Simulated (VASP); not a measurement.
# CdS (Hawleyite) (P1) in VASP: further runs

The runs below take CdS (Hawleyite) through single point, with PBE.

Program: VASP 6.6.1. These are calculated values, not measurements. Logs are shortened: lines on timing, memory, paths and dates and some standing lists are left out, and cuts for length are marked.

### 1 The cell of the first run

The typed cell holds 2 atoms: a = 4.100 Å, b = 4.069 Å, c = 4.011 Å, α = 61.06°, β = 62.63°, γ = 60.35°.

### 2 Single point, PBE

INCAR reads:

```
SYSTEM = CdS
PREC     = Accurate       ! precision mode
ENCUT    = 520            ! plane-wave cutoff, eV
EDIFF    = 1E-7           ! SCF threshold, eV
ISMEAR   = 0              ! smearing method
SIGMA    = 0.01           ! smearing width, eV
LREAL    = .False.        ! projectors in reciprocal space
LASPH    = .True.         ! aspherical terms in the spheres
NELM     = 60             ! most SCF steps
ALGO     = Normal         ! electronic algorithm
ISIF     = 2              ! what is computed and relaxed
LWAVE    = .False.        ! write WAVECAR
LCHARG   = .False.        ! write CHGCAR
GGA      = PE             ! functional
NBANDS   = 16             ! bands
```

KPOINTS reads:

```
regular mesh
0
Gamma
  4 4 4
  0 0 0
```

POSCAR reads:

```
CdS
1.0
   -0.0857324129      2.8384250004      2.9575629042
    2.8468890603     -0.0358195009      2.9076399756
    2.8650592434      2.8066822715     -0.0539896840
Cd S
1 1
Direct
    0.0044100000      0.0085800000      0.9974700000
    0.2372500000      0.2559500000      0.2420900000
```

Potentials or basis: VASP PAW PBE potentials, release 64 (Cd, S).

Command:

```console
> cat potpaw_PBE.64/Cd/POTCAR potpaw_PBE.64/S/POTCAR > POTCAR
> mpirun -np 1 vasp_std > vasp.out
```

OUTCAR:

```text
SYSTEM = CdS
   PREC = Accurate
   ENCUT = 520
   EDIFF = 1E-7
   ISMEAR = 0
   LREAL = .False.
   LASPH = .True.
   NELM = 60
   ISIF = 2
   GGA = PE

 ion  position               nearest neighbor table
   1  0.004  0.009  0.997-   2 2.38   2 2.51   2 2.54   2 2.62
   2  0.237  0.256  0.242-   1 2.38   1 2.51   1 2.54   1 2.62

  LATTYP: Found a triclinic cell.
 ALAT       =     7.0737374297
 B/A-ratio  =     0.5805396788
 C/A-ratio  =     1.3915135351
 COS(alpha) =     0.0021519058
 COS(beta)  =     0.4710760903
 COS(gamma) =     0.8664934472

  Lattice vectors:

 A1 = (   5.7795105335,  -2.9100640022,   2.8577170470)
 A2 = (   2.9326214732,  -2.8742445013,  -0.0499229286)
 A3 = (   5.6262158908,   5.6092877710,   5.8112131958)

Analysis of symmetry for initial positions (statically):
=====================================================================
 Subroutine PRICEL returns:
 Original cell was already a primitive cell.

 Routine SETGRP: Setting up the symmetry group for a
 triclinic supercell.

 Subroutine GETGRP returns: Found  1 space group operations
 (whereof  1 operations were pure point group operations)
 out of a pool of  2 trial point group operations.

The static configuration has the point symmetry C_1 .

Analysis of symmetry for dynamics (positions and initial velocities):
=====================================================================
 Subroutine PRICEL returns:
 Original cell was already a primitive cell.

 Routine SETGRP: Setting up the symmetry group for a
 triclinic supercell.

 Subroutine GETGRP returns: Found  1 space group operations
 (whereof  1 operations were pure point group operations)
 out of a pool of  2 trial point group operations.

The dynamic configuration has the point symmetry C_1 .

 Subroutine INISYM returns: Found  1 space group operations
 (whereof  1 operations are pure point group operations),
 and found     1 'primitive' translations

----------------------------------------------------------------------------------------

                                     Primitive cell

  volume of cell :      48.7168

  direct lattice vectors                    reciprocal lattice vectors
    -0.085732413  2.838425000  2.957562904    -0.167475854  0.174154777  0.166122119
     2.846889060 -0.035819501  2.907639976     0.173537364 -0.173840734  0.171868420
     2.865059243  2.806682272 -0.053989684     0.171584678  0.177949547 -0.165807487

  length of vectors
     4.100144493  4.069450895  4.011102682     0.293214268  0.299790879  0.297656624

  position of ions in fractional coordinates (direct lattice)
     0.004410000  0.008580000  0.997470000
     0.237250000  0.255950000  0.242090000

  ion indices of the primitive-cell ions
   primitive index   ion index
                 1           1
                 2           2

----------------------------------------------------------------------------------------

 KPOINTS: regular mesh

Automatic generation of k-mesh.
 Grid dimensions read from file:
 generate k-points for:    4    4    4

 Generating k-lattice:

  Cartesian coordinates                     Fractional coordinates (reciprocal lattice)
    -0.041868964  0.043538694  0.041530530     0.250000000  0.000000000 -0.000000000
     0.043384341 -0.043460184  0.042967105     0.000000000  0.250000000  0.000000000
     0.042896170  0.044487387 -0.041451872     0.000000000 -0.000000000  0.250000000

  Length of vectors
     0.073303567  0.074947720  0.074414156

  Shift w.r.t. Gamma in fractional coordinates (k-lattice)
     0.000000000  0.000000000  0.000000000

 Subroutine IBZKPT returns following result:
 ===========================================

 Found     36 irreducible k-points:

 Following reciprocal coordinates:
            Coordinates               Weight
  0.000000  0.000000  0.000000      1.000000
  0.250000  0.000000 -0.000000      2.000000
  0.500000  0.000000 -0.000000      1.000000
  0.000000  0.250000  0.000000      2.000000
  0.250000  0.250000 -0.000000      2.000000
  0.500000  0.250000 -0.000000      2.000000
[... 16 lines left out ...]
  0.000000 -0.250000  0.250000      2.000000
  0.250000 -0.250000  0.250000      2.000000
 [... further k-points ...]
   k-points           NKPTS =     36   k-points in BZ     NKDIM =     36   number of bands    NBANDS=     16
   number of dos      NEDOS =    301   number of ions     NIONS =      2
   total plane-waves  NPLWV =  27000
   dimension x,y,z NGX =    30 NGY =   30 NGZ =   30
   dimension x,y,z NGXF=    60 NGYF=   60 NGZF=   60
   ions per type =               1   1
   NGX,Y,Z   is equivalent  to a cutoff of  12.16, 12.26, 12.43 a.u.
   NGXF,Y,Z  is equivalent  to a cutoff of  24.33, 24.51, 24.87 a.u.
 SYSTEM =  CdS
   PREC   = accura    normal or accurate (medium, high low for compatibility)
   ISTART =      0    job   : 0-new  1-cont  2-samecut
   ICHARG =      2    charge: 1-file 2-atom 10-const
   ISPIN  =      1    spin polarized calculation?
   LNONCOLLINEAR =      F non collinear calculations
   LSORBIT =      F    spin-orbit coupling
   LASPH  =      T    aspherical Exc in radial PAW
   ENCUT  =  520.0 eV  38.22 Ry    6.18 a.u.   7.62  7.57  7.46*2*pi/ulx,y,z
   NELM   =     60;   NELMIN=  2; NELMDL= -5     # of ELM steps
   EDIFF  = 0.1E-06   stopping-criterion for ELM
   LREAL  =      F    real-space projection
   EDIFFG = 0.1E-05   stopping-criterion for IOM
   NSW    =      0    number of steps for IOM
   IBRION =     -1    ionic relax: 0-MD 1-quasi-New 2-CG
   NFREE  =      0    steps in history (QN), initial steepest desc. (CG)
   ISIF   =      2    stress and relaxation
   ISYM   =      2    0-nonsym 1-usesym 2-fastsym
   POTIM  = 0.5000    time-step for ionic-motion
   TEBEG  =    0.0;   TEEND  =   0.0 temperature during run
   PSTRESS=    0.0 pullay stress
   NELECT =      18.0000    total number of electrons
   NUPDOWN=      -1.0000    fix difference up-down
   EMIN   =  10.00;   EMAX   =-10.00  energy-range for DOS
   EFERMI =   0.00;   METHOD = LEGACY
   ISMEAR =     0;   SIGMA  =   0.01  broadening in eV -4-tet -1-fermi 0-gaus
   EFERMI_NEDOS =   21; number of points for ismear=-14 and -15
   IALGO  =     38    algorithm
   IMIX   =      4    mixing-type and parameters
     AMIX     =   0.40;   BMIX     =  1.00
     AMIX_MAG =   1.60;   BMIX_MAG =  1.00
  volume/ion in A,a.u.               =      24.36       164.38
  Fermi-wavevector in a.u.,A,eV,Ry     =   1.174734  2.219925 18.776029  1.379999
  Thomas-Fermi vector in A             =   2.311126
   LORBIT       =      0    0 simple, 1 ext, 2 COOP (PROOUT), +10 PAW based schemes
   GGA     = PE    functional components
   LHFCALC =     F    Hartree Fock is set to
   AEXX    =    0.0000 exact exchange contribution
   IVDW    =     0    specifies the selected vdW correction
   LEPSILON=     F    determine dielectric tensor
   LRPA    =     F    only Hartree local field effects (RPA)
 non-spin polarized calculation
 Gauss-broadening in eV      SIGMA  =   0.01
  energy-cutoff  :      520.00
  volume of cell :       48.72
 maximum number of plane-waves:      1325
   NGX = 15   NGY = 15   NGZ = 15

 number of electron      17.9999999 magnetization

 Free energy of the ion-electron system (eV)
  ---------------------------------------------------
  ext. energy  EPLUGINS =         0.00000000
  ---------------------------------------------------
  free energy    TOTEN  =        -5.98979338 eV

  energy without entropy =       -5.98979338  energy(sigma->0) =       -5.98979338

 E-fermi :   1.6822     XC(G=0):  -9.2229

 val. band max:        1.5565723458   @ k =   0.0000   0.0000   0.0000
 cond. band min:       2.7011985118   @ k =   0.0000   0.0000   0.0000
 fundamental gap:      1.1446261660
 Fermi energy:         1.6821697232

 k-point     1 :       0.0000    0.0000    0.0000
  band No.  band energies     occupation
      1     -11.0225      2.00000
      2      -6.4464      2.00000
      3      -6.3342      2.00000
      4      -6.2717      2.00000
      5      -5.8481      2.00000
      6      -5.8317      2.00000
[... 8 lines left out ...]
     15      13.0163      0.00000
     16      13.2369      0.00000

 k-point     2 :       0.2500    0.0000   -0.0000
  band No.  band energies     occupation
      1     -10.8221      2.00000
      2      -6.3787      2.00000
      3      -6.2912      2.00000
      4      -6.0321      2.00000
      5      -5.8328      2.00000
      6      -5.8242      2.00000
[... 8 lines left out ...]
     15      12.3248      0.00000
     16      13.0690      0.00000

 k-point     3 :       0.5000    0.0000   -0.0000
  band No.  band energies     occupation
      1     -10.6204      2.00000
      2      -6.3248      2.00000
      3      -6.2626      2.00000
      4      -5.8141      2.00000
      5      -5.7913      2.00000
      6      -5.4554      2.00000
[... 8 lines left out ...]
     15      13.8222      0.00000
     16      14.1436      0.00000

 k-point     4 :       0.0000    0.2500    0.0000
  band No.  band energies     occupation
      1     -10.7985      2.00000
      2      -6.3447      2.00000
      3      -6.2455      2.00000
      4      -6.0725      2.00000
      5      -5.8328      2.00000
      6      -5.8286      2.00000
[... 8 lines left out ...]
     15      12.3007      0.00000
     16      12.8803      0.00000
[... 324 lines left out ...]
 k-point    22 :      -0.2500    0.5000    0.2500
  band No.  band energies     occupation
      1     -10.4486      2.00000
      2      -6.1328      2.00000
      3      -6.0656      2.00000
      4      -5.8880      2.00000
      5      -5.8322      2.00000
      6      -5.1845      2.00000
[... 8 lines left out ...]
     15      14.4184      0.00000
     16      14.7947      0.00000

 k-point    23 :       0.0000   -0.2500    0.2500
  band No.  band energies     occupation
      1     -10.5866      2.00000
      2      -6.2616      2.00000
      3      -6.1495      2.00000
      4      -5.8947      2.00000
      5      -5.8308      2.00000
      6      -5.5578      2.00000
[... 8 lines left out ...]
     15      13.9590      0.00000
     16      14.9284      0.00000

 k-point    24 :       0.2500   -0.2500    0.2500
  band No.  band energies     occupation
      1     -10.5069      2.00000
      2      -6.2175      2.00000
      3      -6.0594      2.00000
      4      -5.9872      2.00000
      5      -5.7760      2.00000
      6      -5.3703      2.00000
[... 8 lines left out ...]
     15      14.1508      0.00000
     16      15.1053      0.00000

 [... further k-points ...]
[... 5 lines left out ...]
  --------------------------------------------------------------------------------------
  -------------------------------------------------------------------------------------
  Total        1.7255149      1.7134159      1.5720440      0.9880605      0.4467772      1.2135104
  in kB       56.7479993     56.3500918     51.7007139     32.4949135     14.6934195     39.9094114
  external PRESSURE =      54.9329350 kB  Pullay stress =       0.0000000 kB

 VOLUME and BASIS-vectors are now :
 -----------------------------------------------------------------------------
  energy-cutoff  :      520.00
  volume of cell :       48.72
      direct lattice vectors                 reciprocal lattice vectors
    -0.085732413  2.838425000  2.957562904    -0.167475854  0.174154777  0.166122119
     2.846889060 -0.035819501  2.907639976     0.173537364 -0.173840734  0.171868420
     2.865059243  2.806682272 -0.053989684     0.171584678  0.177949547 -0.165807487

 POSITION                                       TOTAL-FORCE (eV/Angst)
 -----------------------------------------------------------------------------------
      2.88186      2.81179     -0.01586        -0.355507     -0.686247     -0.614186
      1.40192      1.34372      1.43282         0.355507      0.686247      0.614186
 -----------------------------------------------------------------------------------
    total drift:                               -0.000407      0.000242     -0.000061

  FREE ENERGIE OF THE ION-ELECTRON SYSTEM (eV)
  ---------------------------------------------------
  free  energy   TOTEN  =        -5.9897933842 eV

  energy  without entropy=       -5.9897933842  energy(sigma->0) =       -5.98979338
```

Run time: 29 s. Hardware: 1 thread of Intel Xeon Platinum 8259CL at 2.50GHz (Skylake/Cascade Lake), shared host; peak memory 0.18 GiB.

What came out:

```yaml
Free_energy: -5.9898 eV
Pressure: 5.5 GPa
Largest_force: 0.987 eV/Å
Band_gap_on_the_k_mesh: 1.14 eV, direct
```

Forces on the atoms (eV/Å):
```
Cd  -0.356 -0.686 -0.614
S    0.356  0.686  0.614
```

Levels at points of the mesh, in eV from the valence-band top:
| k point | band 7 | band 8 | band 9 | band 10 | band 11 | band 12 |
| --- | --- | --- | --- | --- | --- | --- |
| (0.00, 0.00, 0.00) | -0.15 | -0.06 | 0.00 | 1.14 | 6.20 | 6.45 |
| (0.50, 0.00, 0.00) | -4.44 | -0.80 | -0.59 | 3.01 | 6.73 | 7.23 |
| (0.00, 0.50, 0.00) | -4.57 | -0.88 | -0.80 | 2.91 | 6.44 | 7.45 |
| (0.50, 0.50, 0.00) | -4.23 | -2.02 | -1.80 | 3.53 | 4.48 | 9.00 |
| (0.00, 0.00, 0.50) | -4.55 | -0.96 | -0.64 | 2.99 | 6.71 | 7.16 |
| (0.50, 0.00, 0.50) | -3.97 | -2.22 | -1.93 | 3.37 | 4.14 | 9.43 |
| (0.00, 0.50, 0.50) | -4.12 | -2.05 | -1.94 | 3.45 | 4.29 | 9.18 |
| (0.50, 0.50, 0.50) | -4.75 | -1.08 | -0.93 | 2.95 | 6.65 | 7.16 |

Caveat: the k points lie up to 0.47 Å⁻¹ apart.

### 3 Single point, PBE

This run uses another cell than the first one, of 24.12 Å³/atom, 0.990 times its volume.

INCAR reads:

```
PREC     = Accurate       # precision mode
ENCUT    = 520            # plane-wave cutoff, eV
EDIFF    = 1E-7           # SCF threshold, eV
ISMEAR   = 0              # smearing method
SIGMA    = 0.01           # smearing width, eV
LREAL    = F              # projectors in reciprocal space
LASPH    = T              # aspherical terms in the spheres
NELM     = 100            # most SCF steps
ALGO     = Normal         # electronic algorithm
ISIF     = 2              # what is computed and relaxed
LWAVE    = F              # write WAVECAR
LCHARG   = F              # write CHGCAR
GGA      = PE             # functional
NBANDS   = 16             # bands
```

KPOINTS reads:

```
Automatic mesh
0
Gamma
  4 4 4
```

POSCAR reads:

```
CdS
1.0
   -0.0854471116      2.8289792566      2.9477206920
    2.8374151498     -0.0357003004      2.8979638975
    2.8555248659      2.7973421616     -0.0538100165
Cd S
1 1
Direct
    0.0044100000      0.0085800000      0.9974700000
    0.2372500000      0.2559500000      0.2420900000
```

Potentials or basis: VASP PAW PBE potentials, release 64 (Cd, S).

Command:

```console
> cat potpaw_PBE.64/Cd/POTCAR potpaw_PBE.64/S/POTCAR > POTCAR
> mpirun -np 1 vasp_std > vasp.out
```

Run time: 31 s. Hardware: 1 thread of Intel Xeon Platinum 8259CL at 2.50GHz (Skylake/Cascade Lake), shared host; peak memory 0.18 GiB.

It converged, with:

```
Free energy            : -5.9719 eV
Pressure               : 6.3 GPa
Largest force          : 1.024 eV/Å
Band gap on the k mesh : 1.16 eV, direct
```

Forces in eV/Å, atoms in the order of the input:
```
Cd  -0.366 -0.713 -0.638
S    0.366  0.713  0.638
```

Stress tensor (GPa, compression positive):
```
6.46 3.40 4.18
3.40 6.39 1.53
4.18 1.53 5.96
```

Levels at points of the mesh, in eV from the valence-band top:
| k point | band 6 | band 7 | band 8 | band 9 | band 10 | band 11 | band 12 | band 13 |
| --- | --- | --- | --- | --- | --- | --- | --- | --- |
| (0.00, 0.00, 0.00) | -7.42 | -0.15 | -0.06 | 0.00 | 1.16 | 6.19 | 6.44 | 6.84 |
| (0.50, 0.00, 0.00) | -7.03 | -4.51 | -0.81 | -0.60 | 3.02 | 6.73 | 7.24 | 7.38 |
| (0.00, 0.50, 0.00) | -7.00 | -4.63 | -0.89 | -0.81 | 2.92 | 6.43 | 7.46 | 7.53 |
| (0.50, 0.50, 0.00) | -6.99 | -4.28 | -2.06 | -1.84 | 3.51 | 4.49 | 9.03 | 10.78 |
| (0.00, 0.00, 0.50) | -7.01 | -4.61 | -0.98 | -0.65 | 3.00 | 6.71 | 7.16 | 7.49 |
| (0.50, 0.00, 0.50) | -6.90 | -4.02 | -2.26 | -1.97 | 3.35 | 4.15 | 9.47 | 10.60 |
| (0.00, 0.50, 0.50) | -6.94 | -4.17 | -2.09 | -1.97 | 3.43 | 4.30 | 9.22 | 10.68 |
| (0.50, 0.50, 0.50) | -7.02 | -4.81 | -1.10 | -0.95 | 2.96 | 6.64 | 7.16 | 7.74 |

Caveat: the k points lie up to 0.47 Å⁻¹ apart; forces of over 1 eV/Å act on the atoms, so gaps and moduli don't describe the material at rest. As with any semilocal functional, this PBE gap is likely too small.
